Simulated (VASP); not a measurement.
# BaTiO3: single point with PBE

The system is BaTiO3.

```
CELL_PARAMETERS angstrom
2.90230 1.67564 2.29304
-2.90230 1.67564 2.29304
0.00000 -3.35128 2.29304
ATOMIC_POSITIONS crystal
Ba 0.00495 0.00495 0.00495
Ti 0.51919 0.51919 0.51919
O 0.48839 0.48839 0.97777
O 0.48839 0.97777 0.48839
O 0.97777 0.48839 0.48839
```

This cell differs from its parent crystal: ratio of the length along z to the lengths across it x 0.96, volume and fractional coordinates fixed.

| Item | Value |
| --- | --- |
| Program | VASP 6.6.1 |
| Task | single point |
| Functional | PBE |
| Potentials or basis | VASP PAW PBE potentials, release 64 (Ba_sv, Ti_sv, O) |
| Cutoff | 520 eV |
| k mesh | 6 × 6 × 6 |
| Occupations | gaussian, width 0.05 eV |
| Spin | no spin polarisation |

- Pressure: 1.2 GPa
- Largest force: 0.178 eV/Å
- Band gap on the k mesh: 2.52 eV, indirect (least direct gap 3.08 eV)

Forces in eV/Å, atoms in the order of the input:
```
Ba   0.000  0.000 -0.071
Ti   0.000  0.000 -0.178
O    0.000  0.082  0.083
O    0.071 -0.041  0.083
O   -0.071 -0.041  0.083
```

Stress tensor (GPa, compression positive):
```
-1.61  0.00  0.00
 0.00 -1.61  0.00
 0.00  0.00  6.95
```

Levels at points of the mesh, in eV from the valence-band top:
| k point | band 18 | band 19 | band 20 | band 21 | band 22 | band 23 |
| --- | --- | --- | --- | --- | --- | --- |
| (0.00, 0.00, 0.00) | -0.64 | -0.64 | -0.59 | 2.52 | 2.52 | 2.60 |
| (0.50, 0.00, 0.00) | -1.53 | -1.00 | -1.00 | 2.67 | 3.61 | 3.79 |
| (0.50, 0.50, 0.00) | -0.92 | -0.92 | -0.12 | 3.66 | 3.76 | 4.06 |
| (0.50, 0.50, 0.50) | -0.07 | -0.07 | 0.00 | 4.02 | 4.32 | 4.32 |

Run time: 51 s on 1 thread of Intel Xeon 6975P-C (shared host), peak memory 0.21 GiB.

Caveat: spin-orbit coupling is left out, which moves the levels of the heavy elements. A k mesh can miss the band edges.
